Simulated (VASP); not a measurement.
Wanted: the native input for a VASP 6.6.1 run.

| Item | Value |
| --- | --- |
| Task | single point |
| Functional | r2SCAN |
| Dispersion | D3(BJ) |
| Potentials or basis | VASP PAW PBE potentials, release 64 (H, O, C, S) |
| Cutoff | 520 eV |
| k mesh | 1 × 1 × 1 |
| Occupations | fermi-dirac, width 0.05 eV |
| Spin | no spin polarisation |
| Dipole correction | no |
| Further INCAR settings | LREAL = Auto; ALGO = Normal; EDIFF = 1e-06; NBANDS = 63 |

H2CSO:

```
CELL_PARAMETERS angstrom
7.98173 0.00000 0.00000
0.00000 7.98173 0.00000
0.00000 0.00000 7.98173
ATOMIC_POSITIONS crystal
H 0.01706 0.53516 0.44088
H 0.04385 0.59506 0.37888
H 0.57491 0.89353 0.72965
H 0.50245 0.89121 0.67946
H 0.16931 0.73284 0.05547
H 0.18045 0.64867 0.09985
H 0.14853 0.88081 0.55990
H 0.20979 0.89026 0.49600
H 0.81495 0.69568 0.75727
H 0.84173 0.60725 0.71847
O 0.21692 0.06784 0.85851
O 0.54680 0.75606 0.04533
O 0.90274 0.95824 0.07729
O 0.72516 0.24739 0.79509
O 0.41639 0.23204 0.55561
C 0.26475 0.10278 0.99298
C 0.50489 0.69865 0.17078
C 0.85637 0.98303 0.21386
C 0.76638 0.30683 0.91899
C 0.37275 0.33795 0.64240
S 0.34221 0.14767 0.17074
S 0.47070 0.63247 0.35273
S 0.79150 0.99820 0.39588
S 0.80922 0.39974 0.08899
S 0.32338 0.48432 0.75625
```

These files were run (other wordings do the same):

POSCAR

```
H2CSO
1.0
    7.9817290000      0.0000000000      0.0000000000
    0.0000000000      7.9817290000      0.0000000000
    0.0000000000      0.0000000000      7.9817290000
H O C S
10 5 5 5
Direct
    0.0170639720      0.5351597379      0.4408819192
    0.0438501483      0.5950590405      0.3788778096
    0.5749130295      0.8935282067      0.7296539384
    0.5024475273      0.8912104132      0.6794643116
    0.1693116867      0.7328362063      1.0554730686
    0.1804496244      0.6486689789      1.0998494186
    0.1485267165      0.8808116637      0.5599037502
    0.2097916379      0.8902582385      0.4959952912
    0.8149487411      0.6956763378      0.7572670032
    0.8417349173      0.6072493817      0.7184658863
    0.2169204191      0.0678424437     -0.1414856355
    0.5467988202      0.7560642563      0.0453285247
    0.9027367379      0.9582384969      0.0772890185
    0.7251561660      0.2473900079      0.7950908882
    0.4163884792      0.2320424560      0.5556064356
    0.2647546666      0.1027847475     -0.0070160237
    0.5048906070      0.6986456193      0.1707775345
    0.8563683382      0.9830326236      0.2138634374
    0.7663753054      0.3068257517      0.9189863499
    0.3727513174      0.3379468283      0.6424046720
    0.3422065570      0.1476747707      0.1707399487
    0.4707000200      0.6324694812      0.3527305926
    0.7914951760      0.9982047749      0.3958791385
    0.8092231646      0.3997379515      1.0889871104
    0.3233760505      0.4843186232      0.7562521855
```

INCAR.step1

```
SYSTEM = H2CSO
ALGO     = Normal         ! electronic algorithm
EDIFF    = 1E-4           ! SCF threshold, eV
ENCUT    = 520            ! plane-wave cutoff, eV
GGA      = PE             ! functional
ISMEAR   = -1             ! smearing method
LASPH    = .TRUE.         ! aspherical terms in the spheres
LCHARG   = .FALSE.        ! write CHGCAR
LREAL    = Auto         
LWAVE    = .TRUE.         ! write WAVECAR
NBANDS   = 63             ! bands
NELM     = 80             ! most SCF steps
PREC     = Accurate       ! precision mode
SIGMA    = 0.05           ! smearing width, eV
```

INCAR.step2

```
SYSTEM = H2CSO
ALGO     = Normal         ! electronic algorithm
EDIFF    = 1E-6           ! SCF threshold, eV
ENCUT    = 520            ! plane-wave cutoff, eV
ISIF     = 2              ! what is computed and relaxed
ISMEAR   = -1             ! smearing method
ISTART   = 1            
IVDW     = 12             ! dispersion correction
LASPH    = .TRUE.         ! aspherical terms in the spheres
LCHARG   = .FALSE.        ! write CHGCAR
LMIXTAU  = .TRUE.       
LREAL    = Auto         
LWAVE    = .FALSE.        ! write WAVECAR
METAGGA  = R2SCAN         ! meta-GGA
NBANDS   = 63             ! bands
NELM     = 80             ! most SCF steps
PREC     = Accurate       ! precision mode
SIGMA    = 0.05           ! smearing width, eV
VDW_A1   = 0.49484001   
VDW_A2   = 5.73083694   
VDW_S6   = 1.0          
VDW_S8   = 0.78981345
```

KPOINTS

```
k-points
0
G
  1 1 1
  0 0 0
```

Potentials or basis: VASP PAW PBE potentials, release 64 (H, O, C, S).

Run with:

```console
$ cat potpaw_PBE.64/H/POTCAR potpaw_PBE.64/O/POTCAR potpaw_PBE.64/C/POTCAR potpaw_PBE.64/S/POTCAR > POTCAR
$ cp INCAR.step1 INCAR
$ mpirun -np 1 vasp_gam > vasp.out
$ cp INCAR.step2 INCAR
$ mpirun -np 1 vasp_gam > vasp.out
```

Results of the run:

```json
{
  "Pressure": "0.2 GPa",
  "Largest force": "3.593 eV/Å",
  "Band gap on the k mesh": "5.38 eV",
  "Dispersion energy per atom": "-0.030 eV"
}
```

Caveat: the k points lie up to 0.79 Å⁻¹ apart; the PAW data sets were made with another functional, which shifts forces and pressure a little.

Run time: 4.9 min on 1 thread of AMD EPYC 7R43 64-Core Processor (Zen 3), on a shared host, peak memory 0.51 GiB.
